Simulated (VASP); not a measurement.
Write the native input for VASP 6.6.1 that does the following.

- Task: single point
- Functional: PBE
- Potentials or basis: VASP PAW PBE potentials, release 64 (I)
- Cutoff: 500 eV
- k mesh: 6 × 6 × 6
- Occupations: fermi-dirac, width 0.02 eV
- Spin: no spin polarisation
- Dipole correction: no
- Further INCAR settings: ALGO = Normal; EDIFF = 1e-06; NBANDS = 14

The structure of I lies in POSCAR:

```
I
1.0
    0.0000000000      3.6136920574      3.6136920574
    3.6136920574      0.0000000000      3.6136920574
    3.6136920574      3.6136920574      0.0000000000
I
2
Direct
    1.0000000000      1.0000000000      1.0000000000
    0.2500000000      0.2500000000      0.2500000000
```

The input as run:

INCAR

```
SYSTEM = I
ALGO = Normal
EDIFF = 1E-6
ENCUT = 500
GGA = PE
GGA_COMPAT = .False.
ISIF = 2
ISMEAR = -1
LASPH = .True.
LCHARG = .False.
LREAL = .False.
LWAVE = .False.
NBANDS = 14
NELM = 120
PREC = Accurate
SIGMA = 0.02
```

KPOINTS

```
k-points
0
Gamma
  6 6 6
  0 0 0
```

Potentials or basis: VASP PAW PBE potentials, release 64 (I).

Run with:

```console
$ cat potpaw_PBE.64/I/POTCAR > POTCAR
$ mpirun -np 1 vasp_std > vasp.out
```

Results of the run:

```
Pressure               : 5.0 GPa
Band gap on the k mesh : zero (bands 7 and 8 overlap by 1.94 eV)
```

Caveat: the cell stands under pressure; spin-orbit coupling is left out, which moves the levels of the heavy elements.

Wall time 10 s on 1 thread of Intel(R) Xeon(R) 6975P-C (Granite Rapids), on a shared host, peak memory 0.23 GiB.
